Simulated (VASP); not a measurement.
# C (Fmmm) in VASP: notebook, part 2 of 2

VASP 6.6.1.

### 4 Single point, PBE+D3(BJ) (strain -0.0300 x Voigt [0, 1, 0, 0, 0, 0])

INCAR reads:

```
PREC = Accurate ; ENCUT = 520
EDIFF = 1E-7 ; ISMEAR = 0
SIGMA = 0.15 ; LREAL = False
LASPH = True ; NELM = 100
ALGO = Normal ; ISIF = 2
LWAVE = False ; LCHARG = True
GGA = PE ; IVDW = 12
LELF = True ; LVHAR = True
NBANDS = 16
```

KPOINTS reads:

```
Automatic mesh
0
Gamma
  22 22 8
```

POSCAR reads:

```
C
1.0
    1.2327689981     -2.0701217331      0.0000000000
    1.2327689981      2.0701217331      0.0000000000
    0.0000000000      0.0000000000      6.7989836842
C
4
Direct
    0.0833101797      0.9166898203      0.7500000000
    0.5833101797      0.4166898203      0.2500000000
    0.9166898203      0.0833101797      0.2500000000
    0.4166898203      0.5833101797      0.7500000000
```

Potentials or basis: VASP PAW PBE potentials, release 64 (C).

Command:

```sh
$ cat potpaw_PBE.64/C/POTCAR > POTCAR
$ mpirun -np 1 vasp_std > vasp.out
```

OUTCAR:

```text
PREC = Accurate
   ENCUT = 520
   EDIFF = 1E-7
   ISMEAR = 0
   LREAL = False
   LASPH = True
   NELM = 100
   ISIF = 2
   GGA = PE
   IVDW = 12
 IVDW          = 12

 ion  position               nearest neighbor table
   1  0.083  0.917  0.750-   4 1.38   4 1.41   4 1.41
   2  0.583  0.417  0.250-   3 1.38   3 1.41   3 1.41
   3  0.917  0.083  0.250-   2 1.38   2 1.41   2 1.41
   4  0.417  0.583  0.750-   1 1.38   1 1.41   1 1.41

  LATTYP: Found a base centered orthorhombic cell.
 ALAT       =     2.4655379962
 B/A-ratio  =     1.6792454517
 C/A-ratio  =     2.7576065324

  Lattice vectors:

 A1 = (   1.2327689981,  -2.0701217331,   0.0000000000)
 A2 = (   1.2327689981,   2.0701217331,   0.0000000000)
 A3 = (   0.0000000000,   0.0000000000,   6.7989836842)

Analysis of symmetry for initial positions (statically):
=====================================================================
 Subroutine PRICEL returns following result:

  LATTYP: Found a face centered orthorhombic cell.
 ALAT       =     2.4655379962
[... 196 lines left out ...]

 val. band max:        4.8890979061   @ k =   0.3636   0.3636   0.1250
 cond. band min:       4.9347676941   @ k =   0.3182   0.3182   0.0000
 fundamental gap:      0.0456697881
 Fermi energy:         4.9302263849

 k-point     1 :       0.0000    0.0000    0.0000
  band No.  band energies     occupation
      1     -15.1677      2.00000
      2     -14.9030      2.00000
      3      -3.9202      2.00000
      4      -2.1124      2.00000
      5       1.7786      2.00000
      6       1.8094      2.00000
[... 433 lines left out ...]
      3      -7.5593      2.00000
      4      -7.4177      2.00000
      5      -1.5472      2.00000
      6      -1.5255      2.00000
[... 8 lines left out ...]
     15      18.5212      0.00000
     16      20.5814      0.00000

 [... further k-points ...]

------------------------ aborting loop because EDIFF is reached ----------------------------------------

 Edisp (eV)   -0.61311

 E8    (eV) :    -0.1734

  FORCE on cell =-STRESS in cart. coord.  units (eV):
  Direction    XX          YY          ZZ          XY          YZ          ZX
  --------------------------------------------------------------------------------------
  -------------------------------------------------------------------------------------
  Total       1.59281     8.14704    -0.04532     0.00000     0.00000     0.00000
  in kB      73.53988   376.14796    -2.09227     0.00000     0.00000     0.00000
  external pressure =      149.20 kB  Pullay stress =        0.00 kB

 VOLUME and BASIS-vectors are now :
 -----------------------------------------------------------------------------
  energy-cutoff  :      520.00
  volume of cell :       34.70
      direct lattice vectors                 reciprocal lattice vectors
     1.232768998 -2.070121733  0.000000000     0.405590991 -0.241531690  0.000000000
     1.232768998  2.070121733  0.000000000     0.405590991  0.241531690  0.000000000
     0.000000000  0.000000000  6.798983684     0.000000000  0.000000000  0.147080806

 POSITION                                       TOTAL-FORCE (eV/Angst)
 -----------------------------------------------------------------------------------
      1.23277      1.72520      5.09924         0.000000      0.503172     -0.000000
      1.23277     -0.34492      1.69975         0.000000      0.503172      0.000000
      1.23277     -1.72520      1.69975         0.000000     -0.503172      0.000000
      1.23277      0.34492      5.09924         0.000000     -0.503172      0.000000
 -----------------------------------------------------------------------------------
    total drift:                                0.000000      0.000000      0.000000

  FREE ENERGIE OF THE ION-ELECTRON SYSTEM (eV)
  ---------------------------------------------------
  free  energy   TOTEN  =       -37.3405306086 eV

  energy  without entropy=      -37.3402233498  energy(sigma->0) =      -37.34037698
```

OSZICAR:

```text
N       E                     dE             d eps       ncg     rms          rms(c)
DAV:   1     0.344574731127E+02    0.34457E+02   -0.80001E+03 21320   0.925E+02
DAV:   2    -0.367856014262E+02   -0.71243E+02   -0.64812E+02 30080   0.192E+02
DAV:   3    -0.394526009339E+02   -0.26670E+01   -0.26532E+01 27472   0.346E+01
DAV:   4    -0.394741929103E+02   -0.21592E-01   -0.21581E-01 27168   0.372E+00
DAV:   5    -0.394745243667E+02   -0.33146E-03   -0.33144E-03 27008   0.438E-01    0.949E+00
DAV:   6    -0.373785532666E+02    0.20960E+01   -0.13932E+00 25536   0.759E+00    0.554E+00
DAV:   7    -0.367177895748E+02    0.66076E+00   -0.17129E+00 26720   0.852E+00    0.163E+00
DAV:   8    -0.367291120884E+02   -0.11323E-01   -0.84650E-02 25488   0.175E+00    0.420E-01
DAV:   9    -0.367272179392E+02    0.18941E-02   -0.26863E-03 27048   0.369E-01    0.114E-01
DAV:  10    -0.367274369304E+02   -0.21899E-03   -0.75482E-04 23096   0.180E-01    0.908E-02
DAV:  11    -0.367274249902E+02    0.11940E-04   -0.26987E-05 27824   0.352E-02    0.160E-02
DAV:  12    -0.367274250473E+02   -0.57076E-07   -0.13206E-06 24576   0.901E-03    0.476E-03
DAV:  13    -0.367274248879E+02    0.15946E-06   -0.28414E-07 25624   0.434E-03    0.815E-04
DAV:  14    -0.367274248331E+02    0.54750E-07   -0.26583E-08 16736   0.111E-03
   1 F= -.37340531E+02 E0= -.37340377E+02  d E =-.307259E-03
```

Run time: 8.8 min. Hardware: 1 thread of AMD EPYC 7R13, shared host; peak memory 0.37 GiB.

What came out:

```
Free energy                : -37.3405 eV
Pressure                   : 14.9 GPa
Largest force              : 0.503 eV/Å
Band gap on the k mesh     : zero (bands 8 and 9 overlap by 0.01 eV)
Dispersion energy per atom : -0.153 eV
```

Forces on the atoms (eV/Å):
```
C    0.000  0.503  0.000
C    0.000  0.503  0.000
C    0.000 -0.503  0.000
C    0.000 -0.503  0.000
```

Stress tensor (GPa, compression positive):
```
 7.35  0.00  0.00
 0.00 37.61  0.00
 0.00  0.00 -0.21
```

Levels at points of the mesh, in eV from the Fermi level:
| k point | band 5 | band 6 | band 7 | band 8 | band 9 | band 10 | band 11 | band 12 |
| --- | --- | --- | --- | --- | --- | --- | --- | --- |
| (0.00, 0.00, 0.00) | -3.15 | -3.12 | -3.02 | -3.02 | 3.91 | 8.16 | 8.25 | 8.82 |
| (0.50, 0.00, 0.00) | -6.42 | -6.42 | -2.75 | -2.75 | 1.80 | 1.80 | 8.16 | 8.16 |
| (0.50, 0.50, 0.00) | -6.97 | -6.93 | -2.86 | -1.56 | 0.94 | 2.29 | 6.83 | 7.19 |
| (0.00, 0.00, 0.50) | -3.14 | -3.14 | -3.02 | -3.02 | 6.44 | 6.44 | 8.20 | 8.20 |
| (0.50, 0.00, 0.50) | -6.42 | -6.42 | -2.68 | -2.68 | 1.60 | 1.60 | 8.15 | 8.15 |
| (0.50, 0.50, 0.50) | -6.95 | -6.95 | -2.25 | -2.25 | 1.56 | 1.56 | 7.01 | 7.01 |

Caveat: the cell differs from its parent crystal (strain -0.0300 x Voigt [0, 1, 0, 0, 0, 0]); the stress differs along the axes, from -0 to 38 GPa.

### 5 Single point, PBE+D3(BJ) (strain -0.0150 x Voigt [0, 1, 0, 0, 0, 0])

INCAR reads:

```
PREC     = Accurate       # precision mode
ENCUT    = 520            # plane-wave cutoff, eV
EDIFF    = 1E-6           # SCF threshold, eV
ISMEAR   = 0              # smearing method
SIGMA    = 0.15           # smearing width, eV
LREAL    = False          # projectors in reciprocal space
LASPH    = True           # aspherical terms in the spheres
NELM     = 100            # most SCF steps
ALGO     = Normal         # electronic algorithm
ISIF     = 2              # what is computed and relaxed
LWAVE    = False          # write WAVECAR
LCHARG   = True           # write CHGCAR
GGA      = PE             # functional
IVDW     = 12             # dispersion correction
LELF     = True           # ELF
LVHAR    = True         
NBANDS   = 16             # bands
```

KPOINTS reads:

```
regular mesh
0
Gamma
  22 22 8
```

POSCAR, as its differences from that of step 4:

```diff
@@ -2,4 +2,4 @@
 1.0
-    1.2327689981     -2.0701217331      0.0000000000
-    1.2327689981      2.0701217331      0.0000000000
+    1.2327689981     -2.1021339249      0.0000000000
+    1.2327689981      2.1021339249      0.0000000000
     0.0000000000      0.0000000000      6.7989836842
```

Potentials or basis: VASP PAW PBE potentials, release 64 (C).

Command:

```sh
$ cat potpaw_PBE.64/C/POTCAR > POTCAR
$ mpirun -np 1 vasp_std > vasp.out
```

OUTCAR:

```text
PREC = Accurate
   ENCUT = 520
   EDIFF = 1E-6
   ISMEAR = 0
   LREAL = False
   LASPH = True
   NELM = 100
   ISIF = 2
   GGA = PE
   IVDW = 12
 IVDW          = 12

 ion  position               nearest neighbor table
   1  0.083  0.917  0.750-   4 1.40   4 1.42   4 1.42
   2  0.583  0.417  0.250-   3 1.40   3 1.42   3 1.42
   3  0.917  0.083  0.250-   2 1.40   2 1.42   2 1.42
   4  0.417  0.583  0.750-   1 1.40   1 1.42   1 1.42

  LATTYP: Found a base centered orthorhombic cell.
 ALAT       =     2.4655379962
 B/A-ratio  =     1.7052131649
 C/A-ratio  =     2.7576065324

  Lattice vectors:

 A1 = (   1.2327689981,  -2.1021339249,   0.0000000000)
 A2 = (   1.2327689981,   2.1021339249,   0.0000000000)
 A3 = (   0.0000000000,   0.0000000000,   6.7989836842)

Analysis of symmetry for initial positions (statically):
=====================================================================
 Subroutine PRICEL returns following result:

  LATTYP: Found a face centered orthorhombic cell.
 ALAT       =     2.4655379962
 B/A-ratio  =     1.7052131649
 C/A-ratio  =     2.7576065324

  Lattice vectors:

 A1 = (   0.0000000000,  -2.1021339249,  -3.3994918421)
 A2 = (   1.2327689981,   0.0000000000,  -3.3994918421)
 A3 = (   1.2327689981,  -2.1021339249,  -0.0000000000)

   2 primitive cells build up your supercell.

 Routine SETGRP: Setting up the symmetry group for a
 base centered orthorhombic supercell.

 Subroutine GETGRP returns: Found  8 space group operations
 (whereof  4 operations were pure point group operations)
 out of a pool of  8 trial point group operations.

The static configuration has the point symmetry C_2h.
 The point group associated with its full space group is D_2h.

[... 141 lines left out ...]
   EFERMI_NEDOS =   21; number of points for ismear=-14 and -15
   IALGO  =     38    algorithm
   IMIX   =      4    mixing-type and parameters
     AMIX     =   0.40;   BMIX     =  1.00
     AMIX_MAG =   1.60;   BMIX_MAG =  1.00
  volume/ion in A,a.u.               =       8.81        59.45
  Fermi-wavevector in a.u.,A,eV,Ry     =   1.258277  2.377798 21.541561  1.583260
  Thomas-Fermi vector in A             =   2.391894
   LORBIT       =      0    0 simple, 1 ext, 2 COOP (PROOUT), +10 PAW based schemes
   GGA     = PE    functional components
   LHFCALC =     F    Hartree Fock is set to
   AEXX    =    0.0000 exact exchange contribution
   IVDW    =    12    specifies the selected vdW correction
   LEPSILON=     F    determine dielectric tensor
   LRPA    =     F    only Hartree local field effects (RPA)
 non-spin polarized calculation
 Gauss-broadening in eV      SIGMA  =   0.15
  energy-cutoff  :      520.00
  volume of cell :       35.24
 maximum number of plane-waves:       971
   NGX =  9   NGY =  9   NGZ = 25

 number of electron      15.9999999 magnetization

 Free energy of the ion-electron system (eV)
  ---------------------------------------------------
  ext. energy  EPLUGINS =         0.00000000
  ---------------------------------------------------
  free energy    TOTEN  =       -36.81796605 eV

  energy without entropy =      -36.81758705  energy(sigma->0) =      -36.81777655

 E-fermi :   4.6950     XC(G=0): -10.2761

 val. band max:        4.6792502985   @ k =   0.3182   0.3182   0.0000
 cond. band min:       4.7040908827   @ k =   0.3636   0.3636   0.0000
 fundamental gap:      0.0248405842
 Fermi energy:         4.6949826304

 k-point     1 :       0.0000    0.0000    0.0000
  band No.  band energies     occupation
      1     -15.1202      2.00000
      2     -14.8522      2.00000
      3      -3.9068      2.00000
      4      -2.0825      2.00000
      5       1.6521      2.00000
      6       1.6834      2.00000
[... 433 lines left out ...]
      3      -7.5533      2.00000
      4      -7.4090      2.00000
      5      -1.7245      2.00000
      6      -1.7013      2.00000
[... 8 lines left out ...]
     15      18.2532      0.00000
     16      20.2699      0.00000

 [... further k-points ...]

------------------------ aborting loop because EDIFF is reached ----------------------------------------

 Edisp (eV)   -0.61573

 E8    (eV) :    -0.1741

  FORCE on cell =-STRESS in cart. coord.  units (eV):
  Direction    XX          YY          ZZ          XY          YZ          ZX
  --------------------------------------------------------------------------------------
  -------------------------------------------------------------------------------------
  Total       0.85213     3.98662    -0.03567     0.00000     0.00000     0.00000
  in kB      38.74345   181.25893    -1.62202     0.00000     0.00000     0.00000
  external pressure =       72.79 kB  Pullay stress =        0.00 kB

 VOLUME and BASIS-vectors are now :
 -----------------------------------------------------------------------------
  energy-cutoff  :      520.00
  volume of cell :       35.24
      direct lattice vectors                 reciprocal lattice vectors
     1.232768998 -2.102133925  0.000000000     0.405590991 -0.237853542  0.000000000
     1.232768998  2.102133925  0.000000000     0.405590991  0.237853542  0.000000000
     0.000000000  0.000000000  6.798983684     0.000000000  0.000000000  0.147080806

 POSITION                                       TOTAL-FORCE (eV/Angst)
 -----------------------------------------------------------------------------------
      1.23277      1.75188      5.09924         0.000000      0.202581     -0.000000
      1.23277     -0.35026      1.69975         0.000000      0.202581      0.000000
      1.23277     -1.75188      1.69975         0.000000     -0.202581     -0.000000
      1.23277      0.35026      5.09924         0.000000     -0.202581      0.000000
 -----------------------------------------------------------------------------------
    total drift:                                0.000000     -0.000000      0.000000

  FREE ENERGIE OF THE ION-ELECTRON SYSTEM (eV)
  ---------------------------------------------------
  free  energy   TOTEN  =       -37.4336997710 eV

  energy  without entropy=      -37.4333207772  energy(sigma->0) =      -37.43351027
```

OSZICAR:

```text
N       E                     dE             d eps       ncg     rms          rms(c)
DAV:   1     0.337363400636E+02    0.33736E+02   -0.79769E+03 21352   0.924E+02
DAV:   2    -0.367039713233E+02   -0.70440E+02   -0.64408E+02 30096   0.191E+02
DAV:   3    -0.393491753374E+02   -0.26452E+01   -0.26318E+01 27704   0.344E+01
DAV:   4    -0.393712519465E+02   -0.22077E-01   -0.22065E-01 26984   0.374E+00
DAV:   5    -0.393716019670E+02   -0.35002E-03   -0.35000E-03 27240   0.447E-01    0.920E+00
DAV:   6    -0.374246360103E+02    0.19470E+01   -0.12941E+00 25584   0.726E+00    0.537E+00
DAV:   7    -0.368089833842E+02    0.61565E+00   -0.15986E+00 26544   0.817E+00    0.155E+00
DAV:   8    -0.368193581949E+02   -0.10375E-01   -0.78260E-02 25768   0.167E+00    0.375E-01
DAV:   9    -0.368177612652E+02    0.15969E-02   -0.23373E-03 27040   0.341E-01    0.104E-01
DAV:  10    -0.368179806372E+02   -0.21937E-03   -0.71192E-04 23024   0.173E-01    0.852E-02
DAV:  11    -0.368179660563E+02    0.14581E-04   -0.27765E-05 28312   0.349E-02    0.157E-02
DAV:  12    -0.368179660484E+02    0.78858E-08   -0.13657E-06 23000   0.919E-03
   1 F= -.37433700E+02 E0= -.37433510E+02  d E =-.378994E-03
```

stdout:

```text
POSCAR found type information on POSCAR C
 POSCAR found :  1 types and       4 ions
 scaLAPACK will be used
 LDA part: xc-table for (Slater+PW92), standard interpolation
 POSCAR, INCAR and KPOINTS ok, starting setup
 FFT: planning ... GRIDC
 FFT: planning ... GRID_SOFT
 FFT: planning ... GRID
 WAVECAR not read
 entering main loop
```

Run time: 8.3 min. Hardware: 1 thread of AMD EPYC 7R13, shared host; peak memory 0.37 GiB.

Results:

```yaml
Free_energy: -37.4337 eV
Pressure: 7.3 GPa
Largest_force: 0.203 eV/Å
Band_gap_on_the_k_mesh: zero (bands 8 and 9 overlap by 0.02 eV)
Dispersion_energy_per_atom: -0.154 eV
```

Forces in eV/Å, atoms in the order of the input:
```
C    0.000  0.203  0.000
C    0.000  0.203  0.000
C    0.000 -0.203  0.000
C    0.000 -0.203  0.000
```

Levels at points of the mesh, in eV from the Fermi level:
```
           k point  band 5  band 6  band 7  band 8  band 9  band 10  band 11  band 12
(0.00, 0.00, 0.00)   -3.04   -3.01   -2.96   -2.96    4.10     8.28     8.37     8.65
(0.50, 0.00, 0.00)   -6.36   -6.36   -2.55   -2.55    1.88     1.88     7.82     7.82
(0.50, 0.50, 0.00)   -6.64   -6.59   -2.88   -1.55    1.02     2.42     7.08     7.44
(0.00, 0.00, 0.50)   -3.03   -3.03   -2.96   -2.96    6.63     6.63     8.33     8.33
(0.50, 0.00, 0.50)   -6.36   -6.36   -2.47   -2.47    1.68     1.68     7.82     7.82
(0.50, 0.50, 0.50)   -6.62   -6.62   -2.26   -2.26    1.66     1.66     7.25     7.25
```

Caveat: the cell differs from its parent crystal (strain -0.0150 x Voigt [0, 1, 0, 0, 0, 0]); the stress differs along the axes, from -0 to 18 GPa.

### 6 Single point, PBE+D3(BJ) (strain +0.0150 x Voigt [0, 1, 0, 0, 0, 0])

INCAR reads:

```
ALGO = Normal
EDIFF = 1E-6
ENCUT = 520
GGA = PE
ISIF = 2
ISMEAR = 0
IVDW = 12
LASPH = T
LCHARG = F
LREAL = F
LWAVE = F
NBANDS = 16
NELM = 60
PREC = Accurate
SIGMA = 0.15
```

KPOINTS reads:

```
k-points
0
Gamma
  22 22 8
```

POSCAR, as its differences from that of step 5:

```diff
@@ -2,4 +2,4 @@
 1.0
-    1.2327689981     -2.1021339249      0.0000000000
-    1.2327689981      2.1021339249      0.0000000000
+    1.2327689981     -2.1661583083      0.0000000000
+    1.2327689981      2.1661583083      0.0000000000
     0.0000000000      0.0000000000      6.7989836842
```

Potentials or basis: VASP PAW PBE potentials, release 64 (C).

Command:

```sh
$ cat potpaw_PBE.64/C/POTCAR > POTCAR
$ mpirun -np 1 vasp_std > vasp.out
```

Wall time 8.1 min (1 thread of AMD EPYC 7R13, shared host); peak memory 0.38 GiB.

The run converged. Its results:

```yaml
Free_energy: -37.4410 eV
Pressure: -5.7 GPa
Largest_force: 0.138 eV/Å
Dispersion_energy_per_atom: -0.153 eV
```

Forces in eV/Å, atoms in the order of the input:
```
C    0.000 -0.138  0.000
C    0.000 -0.138  0.000
C    0.000  0.138  0.000
C    0.000  0.138  0.000
```

Stress tensor (GPa, compression positive):
```
 -2.08   0.00   0.00
  0.00 -15.05   0.00
  0.00   0.00   0.00
```

Caveat: the cell differs from its parent crystal (strain +0.0150 x Voigt [0, 1, 0, 0, 0, 0]); the stress differs along the axes, from -15 to 0 GPa.

### 7 Overview

```tsv
cell	gap on the mesh (eV)	pressure (GPa)	largest force (eV/Å)
a = 2.355, b = 2.355, c = 6.799 Å, angles 90.0, 90.0, 116.9°, 4 atoms	-	32.6	1.39
a = 2.382, b = 2.382, c = 6.799 Å, angles 90.0, 90.0, 117.7°, 4 atoms	-	23.4	0.90
a = 2.409, b = 2.409, c = 6.799 Å, angles 90.0, 90.0, 118.5°, 4 atoms	none	14.9	0.50
a = 2.437, b = 2.437, c = 6.799 Å, angles 90.0, 90.0, 119.2°, 4 atoms	none	7.3	0.20
a = 2.492, b = 2.492, c = 6.799 Å, angles 90.0, 90.0, 120.7°, 4 atoms	-	-5.7	0.14
```

Alike in all rows: task single point; level PBE+D3(BJ); potentials or basis VASP PAW PBE potentials, release 64 (C); no spin polarisation; k mesh 22 × 22 × 8; cutoff (eV) 520; smearing gaussian 0.15 eV.

Caveats: the stress differs along the axes, from -0 to 83 GPa (at least some runs); forces of over 1 eV/Å act on the atoms, so gaps and moduli don't describe the material at rest (at least some runs); the stress differs along the axes, from -0 to 59 GPa (at least some runs); the stress differs along the axes, from -0 to 38 GPa (at least some runs); the stress differs along the axes, from -0 to 18 GPa (at least some runs); the stress differs along the axes, from -15 to 0 GPa (at least some runs).

Total energies depend on the potentials used, so only differences within one code and one set of settings carry meaning.

The gap in the log of VASP goes by the Fermi energy; the results here count the filled bands.